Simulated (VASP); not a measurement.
Input of a VASP 6.6.1 run:

INCAR

```
SYSTEM = TiAl3
PREC     = Accurate       ! precision mode
ENCUT    = 520            ! plane-wave cutoff, eV
EDIFF    = 1E-7           ! SCF threshold, eV
ISMEAR   = 0              ! smearing method
SIGMA    = 0.1            ! smearing width, eV
LREAL    = .FALSE.        ! projectors in reciprocal space
LASPH    = .TRUE.         ! aspherical terms in the spheres
NELM     = 80             ! most SCF steps
ALGO     = Fast           ! electronic algorithm
ISIF     = 2              ! what is computed and relaxed
LWAVE    = .FALSE.        ! write WAVECAR
LCHARG   = .FALSE.        ! write CHGCAR
GGA      = PE             ! functional
NBANDS   = 18             ! bands
```

The input KPOINTS:

```
regular mesh
0
G
  16 16 16
  0 0 0
```

The input POSCAR:

```
TiAl3
1.0
   -1.9417110379      1.9417110379      4.3540947491
    1.9417110379     -1.9417110379      4.3540947491
    1.9417110379      1.9417110379     -4.3540947491
Ti Al
1 3
Direct
    0.0000000000      0.0000000000      0.0000000000
    0.5000000000      0.5000000000      0.0000000000
    0.7500000000      0.2500000000      0.5000000000
    0.2500000000      0.7500000000      0.5000000000
```

Potentials or basis: VASP PAW PBE potentials, release 64 (Ti_sv, Al).

Run with:

```bash
$ cat potpaw_PBE.64/Ti_sv/POTCAR potpaw_PBE.64/Al/POTCAR > POTCAR
$ mpirun -np 1 vasp_std > vasp.out
```

Task: What does it give for the band gap on the k mesh?

Result: Zero (an odd number of electrons rules out a gap without spin polarisation).

Task: Predict the pressure.

Result: -3.0 GPa.

Stress tensor (GPa, compression positive):
```
-3.02  0.00  0.00
 0.00 -3.02  0.00
 0.00  0.00 -2.88
```
